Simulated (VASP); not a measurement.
## TiSi2: single point with PBE+D3(BJ)

The system is TiSi2.

```
Ti Si
1.0
    -1.47287    1.71213    4.21208
     1.47287   -1.71213    4.21208
     1.47287    1.71213   -4.21208
Ti Si
1 2
Direct
  0.00000 0.00000 0.00000
  0.67008 0.67008 0.00000
  0.32992 0.32992 0.00000
```

```yaml
Program: VASP 6.6.1
Task: single point
Functional: PBE
Dispersion: D3(BJ)
Potentials_or_basis: VASP PAW PBE potentials, release 64 (Ti_sv, Si)
Cutoff: 520 eV
k_mesh: 12 × 12 × 12
Occupations: fermi-dirac, width 0.05 eV
Spin: no spin polarisation
Dipole_correction: no
Further_INCAR_settings: ALGO = Normal; EDIFF = 1e-07; NBANDS = 17
```

The pressure is -6.0 GPa and the largest force is 0.015 eV/Å. The band gap on the k mesh is zero (band 10 reaches 11.33 eV, above the bottom of band 11 at 9.00 eV) and the dispersion energy per atom is -0.531 eV.

Forces on the atoms (eV/Å):
```
Ti   0.000  0.000  0.000
Si   0.000  0.000 -0.015
Si   0.000  0.000  0.015
```

Stress tensor (GPa, compression positive):
```
-5.43  0.00  0.00
 0.00 -6.06  0.00
 0.00  0.00 -6.54
```

Levels at points of the mesh, in eV from the Fermi level:
```csv
k point,band 6,band 7,band 8,band 9,band 10,band 11,band 12,band 13,band 14,band 15
"(0.00, 0.00, 0.00)",-4.74,-4.15,-2.15,-0.62,0.76,2.04,2.40,3.13,3.76,4.06
"(0.50, 0.00, 0.00)",-9.12,-4.34,-3.75,-0.69,0.96,2.05,2.57,3.51,4.02,5.50
"(0.00, 0.50, 0.00)",-8.14,-3.61,-3.38,-0.93,-0.43,0.97,2.77,3.36,3.99,4.23
"(0.50, 0.50, 0.00)",-5.28,-5.06,-4.68,-2.89,-1.30,-0.65,2.72,2.90,3.12,3.47
"(0.50, 0.50, 0.50)",-8.84,-1.31,-1.25,-0.35,0.45,1.98,2.46,2.46,3.67,3.81
```

Run time: 2.8 min on 1 thread of Intel(R) Xeon(R) Platinum 8559C (Emerald Rapids), with other jobs on the host, peak memory 0.35 GiB.

Caveat: three body term missing; pairwise dispersion overbinds metals, which lowers pressure and volume.
